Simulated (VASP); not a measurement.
# BN (P1) in VASP: single point with PBE

Aim: the single point of BN with PBE.

Program: VASP 6.6.1. These are calculated values, not measurements. Logs are shortened: lines on timing, memory, paths and dates and some standing lists are left out, and cuts for length are marked.

### Step 1. The cell of the first run

The typed cell holds 4 atoms: a = 2.488 Å, b = 2.661 Å, c = 4.285 Å, α = 92.56°, β = 89.53°, γ = 119.76°.

### Step 2. Single point, PBE (atoms moved at random and the cell strained at random)

Input file INCAR:

```
  PREC = Accurate
  ENCUT = 520
  EDIFF = 1E-7
  ISMEAR = 0
  SIGMA = 0.05
  LREAL = False
  LASPH = True
  NELM = 80
  ALGO = Normal
  ISIF = 2
  LWAVE = False
  LCHARG = True
  GGA = PE
  LELF = True
  LVHAR = True
  NBANDS = 16
```

Input file KPOINTS:

```
regular mesh
0
Gamma
  12 12 6
```

Input file POSCAR:

```
BN
1.0
    2.4877162557     -0.0426466871      0.0097995710
   -1.2807912423      2.3319648813     -0.0583242774
    0.0162186160     -0.1020978264      4.2832662811
B N
2 2
Direct
    0.6701676277      0.3160039758      0.9876030511
    0.3080917410      0.6844141027      0.4959413843
    0.6884388768      0.3488275418      0.6355283638
    0.3333017546      0.6507543798      0.1309272007
```

Potentials or basis: VASP PAW PBE potentials, release 64 (B, N).

Command:

```sh
$ cat potpaw_PBE.64/B/POTCAR potpaw_PBE.64/N/POTCAR > POTCAR
$ mpirun -np 1 vasp_std > vasp.out
```

OUTCAR:

```text
PREC = Accurate
   ENCUT = 520
   EDIFF = 1E-7
   ISMEAR = 0
   LREAL = False
   LASPH = True
   NELM = 80
   ISIF = 2
   GGA = PE

 ion  position               nearest neighbor table
   1  0.670  0.316  0.988-   3 1.51   4 1.55   4 1.60   4 1.68
   2  0.308  0.684  0.496-   3 1.48   4 1.57   3 1.62   3 1.72
   3  0.688  0.349  0.636-   2 1.48   1 1.51   2 1.62   2 1.72
   4  0.333  0.651  0.131-   1 1.55   2 1.57   1 1.60   1 1.68

  LATTYP: Found a triclinic cell.
 ALAT       =     2.5884359041
 B/A-ratio  =     2.3303899028
 C/A-ratio  =     1.0281041588
 COS(alpha) =     0.0000419794
 COS(beta)  =     0.5510244539
 COS(gamma) =     0.5881006430

  Lattice vectors:

 A1 = (  -1.2069250134,  -2.2893181942,   0.0485247064)
 A2 = (  -3.7108598851,  -2.1445736807,  -4.2445411457)
 A3 = (   1.2807912423,  -2.3319648813,   0.0583242774)

Analysis of symmetry for initial positions (statically):
=====================================================================
 Subroutine PRICEL returns:
 Original cell was already a primitive cell.

 Routine SETGRP: Setting up the symmetry group for a
 triclinic supercell.

 Subroutine GETGRP returns: Found  1 space group operations
 (whereof  1 operations were pure point group operations)
 out of a pool of  2 trial point group operations.

The static configuration has the point symmetry C_1 .

Analysis of symmetry for dynamics (positions and initial velocities):
=====================================================================
 Subroutine PRICEL returns:
 Original cell was already a primitive cell.

 Routine SETGRP: Setting up the symmetry group for a
 triclinic supercell.

 Subroutine GETGRP returns: Found  1 space group operations
 (whereof  1 operations were pure point group operations)
 out of a pool of  2 trial point group operations.

The dynamic configuration has the point symmetry C_1 .

 Subroutine INISYM returns: Found  1 space group operations
 (whereof  1 operations are pure point group operations),
 and found     1 'primitive' translations

----------------------------------------------------------------------------------------

                                     Primitive cell

  volume of cell :      24.6005

  direct lattice vectors                    reciprocal lattice vectors
     2.487716256 -0.042646687  0.009799571     0.405782463  0.222963470  0.003778158
    -1.280791242  2.331964881 -0.058324277     0.007384656  0.433136341  0.010296467
     0.016218616 -0.102097826  4.283266281    -0.000827824  0.005387808  0.233598250

  length of vectors
     2.488101071  2.661181718  4.284513630     0.463018780  0.433321636  0.233661842

  position of ions in fractional coordinates (direct lattice)
     0.670167628  0.316003976  0.987603051
     0.308091741  0.684414103  0.495941384
     0.688438877  0.348827542  0.635528364
     0.333301755  0.650754380  0.130927201

  ion indices of the primitive-cell ions
   primitive index   ion index
                 1           1
                 2           2
                 3           3
                 4           4

----------------------------------------------------------------------------------------

 KPOINTS: regular mesh

Automatic generation of k-mesh.
 Grid dimensions read from file:
 generate k-points for:   12   12    6

 Generating k-lattice:

  Cartesian coordinates                     Fractional coordinates (reciprocal lattice)
     0.033815205  0.018580289  0.000314846     0.083333333  0.000000000  0.000000000
     0.000615388  0.036094695  0.000858039     0.000000000  0.083333333  0.000000000
    -0.000137971  0.000897968  0.038933042    -0.000000000  0.000000000  0.166666667

  Length of vectors
     0.038584898  0.036110136  0.038943640

  Shift w.r.t. Gamma in fractional coordinates (k-lattice)
     0.000000000  0.000000000  0.000000000

 Subroutine IBZKPT returns following result:
 ===========================================

 Found    436 irreducible k-points:

 Following reciprocal coordinates:
            Coordinates               Weight
  0.000000  0.000000  0.000000      1.000000
  0.083333  0.000000  0.000000      2.000000
  0.166667  0.000000 -0.000000      2.000000
  0.250000  0.000000  0.000000      2.000000
  0.333333  0.000000  0.000000      2.000000
  0.416667  0.000000  0.000000      2.000000
[... 16 lines left out ...]
  0.250000  0.166667  0.000000      2.000000
  0.333333  0.166667  0.000000      2.000000
 [... further k-points ...]
   k-points           NKPTS =    436   k-points in BZ     NKDIM =    436   number of bands    NBANDS=     16
   number of dos      NEDOS =    301   number of ions     NIONS =      4
   total plane-waves  NPLWV =  12800
   dimension x,y,z NGX =    20 NGY =   20 NGZ =   32
   dimension x,y,z NGXF=    40 NGYF=   40 NGZF=   64
   ions per type =               2   2
   NGX,Y,Z   is equivalent  to a cutoff of  13.36, 12.49, 12.42 a.u.
   NGXF,Y,Z  is equivalent  to a cutoff of  26.73, 24.99, 24.83 a.u.
 SYSTEM =  unknown system
   PREC   = accura    normal or accurate (medium, high low for compatibility)
   ISTART =      0    job   : 0-new  1-cont  2-samecut
   ICHARG =      2    charge: 1-file 2-atom 10-const
   ISPIN  =      1    spin polarized calculation?
   LNONCOLLINEAR =      F non collinear calculations
   LSORBIT =      F    spin-orbit coupling
   LASPH  =      T    aspherical Exc in radial PAW
   ENCUT  =  520.0 eV  38.22 Ry    6.18 a.u.   4.63  4.95  7.97*2*pi/ulx,y,z
   NELM   =     80;   NELMIN=  2; NELMDL= -5     # of ELM steps
   EDIFF  = 0.1E-06   stopping-criterion for ELM
   LREAL  =      F    real-space projection
   EDIFFG = 0.1E-05   stopping-criterion for IOM
   NSW    =      0    number of steps for IOM
   IBRION =     -1    ionic relax: 0-MD 1-quasi-New 2-CG
   NFREE  =      0    steps in history (QN), initial steepest desc. (CG)
   ISIF   =      2    stress and relaxation
   ISYM   =      2    0-nonsym 1-usesym 2-fastsym
   POTIM  = 0.5000    time-step for ionic-motion
   TEBEG  =    0.0;   TEEND  =   0.0 temperature during run
   PSTRESS=    0.0 pullay stress
   NELECT =      16.0000    total number of electrons
   NUPDOWN=      -1.0000    fix difference up-down
   EMIN   =  10.00;   EMAX   =-10.00  energy-range for DOS
   EFERMI =   0.00;   METHOD = LEGACY
   ISMEAR =     0;   SIGMA  =   0.05  broadening in eV -4-tet -1-fermi 0-gaus
   EFERMI_NEDOS =   21; number of points for ismear=-14 and -15
   IALGO  =     38    algorithm
   IMIX   =      4    mixing-type and parameters
     AMIX     =   0.40;   BMIX     =  1.00
     AMIX_MAG =   1.60;   BMIX_MAG =  1.00
  volume/ion in A,a.u.               =       6.15        41.50
  Fermi-wavevector in a.u.,A,eV,Ry     =   1.418404  2.680395 27.373144  2.011869
  Thomas-Fermi vector in A             =   2.539533
   LORBIT       =      0    0 simple, 1 ext, 2 COOP (PROOUT), +10 PAW based schemes
   GGA     = PE    functional components
   LHFCALC =     F    Hartree Fock is set to
   AEXX    =    0.0000 exact exchange contribution
   IVDW    =     0    specifies the selected vdW correction
   LEPSILON=     F    determine dielectric tensor
   LRPA    =     F    only Hartree local field effects (RPA)
 non-spin polarized calculation
 Gauss-broadening in eV      SIGMA  =   0.05
  energy-cutoff  :      520.00
  volume of cell :       24.60
 maximum number of plane-waves:       682
   NGX =  9   NGY =  9   NGZ = 15

 number of electron      16.0000002 magnetization

 Free energy of the ion-electron system (eV)
  ---------------------------------------------------
  ext. energy  EPLUGINS =         0.00000000
  ---------------------------------------------------
  free energy    TOTEN  =       -34.27034833 eV

  energy without entropy =      -34.27034833  energy(sigma->0) =      -34.27034833

 E-fermi :   8.1614     XC(G=0): -12.6200

 val. band max:        7.8631258563   @ k =   0.0000   0.0000   0.0000
 cond. band min:      11.4978575323   @ k =   0.3333   0.3333  -0.0000
 fundamental gap:      3.6347316760
 Fermi energy:         8.1613642024

 k-point     1 :       0.0000    0.0000    0.0000
  band No.  band energies     occupation
      1     -12.9121      2.00000
      2      -8.9883      2.00000
      3      -3.6936      2.00000
      4       4.4420      2.00000
      5       5.6878      2.00000
      6       6.2267      2.00000
[... 8 lines left out ...]
     15      20.8835      0.00000
     16      22.9269      0.00000

 k-point     2 :       0.0833    0.0000    0.0000
  band No.  band energies     occupation
      1     -12.7547      2.00000
      2      -8.8650      2.00000
      3      -3.5422      2.00000
      4       4.0020      2.00000
      5       5.2121      2.00000
      6       6.0195      2.00000
[... 8 lines left out ...]
     15      20.8927      0.00000
     16      22.7757      0.00000

 k-point     3 :       0.1667    0.0000   -0.0000
  band No.  band energies     occupation
      1     -12.2874      2.00000
      2      -8.5115      2.00000
      3      -3.0939      2.00000
      4       2.7612      2.00000
      5       4.2096      2.00000
      6       5.2216      2.00000
[... 8 lines left out ...]
     15      21.1035      0.00000
     16      22.7360      0.00000

 k-point     4 :       0.2500    0.0000    0.0000
  band No.  band energies     occupation
      1     -11.5277      2.00000
      2      -7.9913      2.00000
      3      -2.3707      2.00000
      4       1.0451      2.00000
      5       3.1511      2.00000
      6       3.7692      2.00000
[... 8 lines left out ...]
     15      21.7178      0.00000
     16      23.2284      0.00000
[... 324 lines left out ...]
 k-point    22 :       0.1667    0.1667    0.0000
  band No.  band energies     occupation
      1     -11.2352      2.00000
      2      -7.8432      2.00000
      3      -2.0810      2.00000
      4       0.3305      2.00000
      5       1.9017      2.00000
      6       3.6674      2.00000
[... 8 lines left out ...]
     15      22.1694      0.00000
     16      22.8062      0.00000

 k-point    23 :       0.2500    0.1667    0.0000
  band No.  band energies     occupation
      1     -10.2791      2.00000
      2      -7.3940      2.00000
      3      -1.2433      2.00000
      4      -0.4080      2.00000
      5       0.5240      2.00000
      6       2.5352      2.00000
[... 8 lines left out ...]
     15      22.5013      0.00000
     16      23.3945      0.00000

 k-point    24 :       0.3333    0.1667    0.0000
  band No.  band energies     occupation
      1      -9.1780      2.00000
      2      -7.2623      2.00000
      3      -1.3763      2.00000
      4      -0.3257      2.00000
      5       0.1912      2.00000
      6       1.4306      2.00000
[... 8 lines left out ...]
     15      22.8027      0.00000
     16      23.4079      0.00000

 [... further k-points ...]

------------------------ aborting loop because EDIFF is reached ----------------------------------------

  FORCE on cell =-STRESS in cart. coord.  units (eV):
  Direction    XX          YY          ZZ          XY          YZ          ZX
  --------------------------------------------------------------------------------------
  -------------------------------------------------------------------------------------
  Total        3.9528446     -4.9466218     -1.6010737      1.8737365      1.7718102     -0.4491986
  in kB      257.4396898   -322.1621160   -104.2742540    122.0321570    115.3939300    -29.2552743
  external PRESSURE =     -56.3322267 kB  Pullay stress =       0.0000000 kB

 VOLUME and BASIS-vectors are now :
 -----------------------------------------------------------------------------
  energy-cutoff  :      520.00
  volume of cell :       24.60
      direct lattice vectors                 reciprocal lattice vectors
     2.487716256 -0.042646687  0.009799571     0.405782463  0.222963470  0.003778158
    -1.280791242  2.331964881 -0.058324277     0.007384656  0.433136341  0.010296467
     0.016218616 -0.102097826  4.283266281    -0.000827824  0.005387808  0.233598250

 POSITION                                       TOTAL-FORCE (eV/Angst)
 -----------------------------------------------------------------------------------
      1.27847      0.60750      4.21830        -0.204338      0.578581      2.319635
     -0.10210      1.53226      2.08735         2.436912      0.031462      0.365121
      1.27617      0.71921      2.70854        -2.021990     -0.954186     -1.676270
     -0.00220      1.48995      0.52611        -0.210584      0.344143     -1.008486
 -----------------------------------------------------------------------------------
    total drift:                               -0.000087      0.000000      0.000044

  FREE ENERGIE OF THE ION-ELECTRON SYSTEM (eV)
  ---------------------------------------------------
  free  energy   TOTEN  =       -34.2703483315 eV

  energy  without entropy=      -34.2703483315  energy(sigma->0) =      -34.27034833
```

Run time: 3.5 min. Hardware: 1 thread of Intel Xeon 8259CL, shared host; peak memory 0.25 GiB.

What came out:

| Property | Result |
| --- | --- |
| Free energy | -34.2703 eV |
| Pressure | -5.6 GPa |
| Largest force | 2.794 eV/Å |
| Band gap on the k mesh | 3.63 eV (least direct gap 6.44 eV) |

Forces in eV/Å, atoms in the order of the input:
```
B   -0.204  0.579  2.320
B    2.437  0.031  0.365
N   -2.022 -0.954 -1.676
N   -0.211  0.344 -1.008
```

Caveat: the cell differs from its parent crystal (atoms moved at random and the cell strained at random); the cell stands under tension; forces of over 1 eV/Å act on the atoms, so gaps and moduli don't describe the material at rest.
